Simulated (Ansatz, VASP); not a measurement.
## Ru in VASP and in Ansatz

```
Ru
1.0
     2.69184    0.00000    0.00000
    -1.34592    2.33120    0.00000
     0.00000    0.00000    8.63991
Ru
4
Direct
  0.00000 0.00000 0.00000
  0.00000 0.00000 0.50000
  0.33333 0.66667 0.25000
  0.66667 0.33333 0.75000
```

Alike in both runs: functional r2SCAN; k mesh 13 × 13 × 4; occupations fermi-dirac, width 0.1 eV; no spin polarisation.

Ansatz relaxed the structure, and its values are those at the end. VASP's run is a single point on that final structure, the one shown.

|  | VASP | Ansatz |
| --- | --- | --- |
| version | VASP 6.6.1 | Ansatz 0.2.0 |
| potentials or method | VASP PAW PBE potentials, release 64 (Ru_pv), cutoff 520 eV | plane waves (500 eV) with PAW, scalar-relativistic |
| valence electrons in the cell | 56 | 64 |

```tsv
	VASP	Ansatz	Ansatz less VASP
pressure (GPa)	1.5	0.0	-1.49
```

VASP's potentials were made for PBE, not for r2SCAN. VASP's potentials hold 56 valence electrons a cell and Ansatz's 64, so a difference there can come from the potentials and not from the codes.
